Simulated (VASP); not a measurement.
Here is a VASP 6.6.1 calculation.

INCAR

```
ALGO = Normal
EDIFF = 1E-6
ENCUT = 500
GGA = CA
GGA_COMPAT = F
ISIF = 2
ISMEAR = 0
LASPH = T
LCHARG = T
LELF = T
LREAL = F
LVHAR = T
LWAVE = F
NBANDS = 20
NELM = 120
PREC = Accurate
SIGMA = 0.1
```

Contents of KPOINTS:

```
k-points
0
Gamma
  11 11 5
```

Contents of POSCAR:

```
Ta
1.0
    2.8420490948      0.0000000000      0.0000000000
   -1.4210245474      2.4612867149      0.0000000000
    0.0000000000      0.0000000000      5.1015680845
Ta
2
Direct
    0.6666666667      0.3333333333      0.7500000000
    0.3333333333      0.6666666667      0.2500000000
```

Potentials or basis: VASP PAW LDA potentials, release 64 (Ta_sv_GW).

Command:

```sh
$ cat potpaw_LDA.64/Ta_sv_GW/POTCAR > POTCAR
$ mpirun -np 1 vasp_std > vasp.out
```

**Question.** Predict the pressure.

**Answer.** -2.5 GPa.

**Question.** Estimate the band gap on the k mesh.

**Answer.** Zero (bands 13 and 14 overlap by 1.75 eV).

Caveat: spin-orbit coupling is left out, which moves the levels of the heavy elements.
